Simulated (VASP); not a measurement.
Input of a VASP 6.6.1 run:

INCAR

```
PREC = Accurate
ENCUT = 520
EDIFF = 1E-7
ISMEAR = 0
SIGMA = 0.1
LREAL = F
LASPH = T
NELM = 80
ALGO = Normal
ISIF = 2
LWAVE = F
LCHARG = F
GGA = PS
NBANDS = 23
```

File KPOINTS:

```
Automatic mesh
0
Gamma
  12 12 8
```

POSCAR

```
SbPt
1.0
    4.2176392956      0.0000000000      0.0000000000
   -2.1088196478      3.6525827740      0.0000000000
    0.0000000000      0.0000000000      5.5080883435
Sb Pt
2 2
Direct
    0.3333333333      0.6666666667      0.2500000000
    0.6666666667      0.3333333333      0.7500000000
    0.0000000000      0.0000000000      0.0000000000
    0.0000000000      0.0000000000      0.5000000000
```

Potentials or basis: VASP PAW PBE potentials, release 64 (Sb, Pt).

Launch:

```bash
$ cat potpaw_PBE.64/Sb/POTCAR potpaw_PBE.64/Pt/POTCAR > POTCAR
$ mpirun -np 1 vasp_std > vasp.out
```

Predict the pressure.

-4.1 GPa.

What does it give for the band gap on the k mesh?

Zero (band 15 reaches 11.52 eV, above the bottom of band 16 at 7.62 eV).

Caveat: the PAW data sets were made with another functional, which shifts forces and pressure a little; spin-orbit coupling is left out, which moves the levels of the heavy elements.
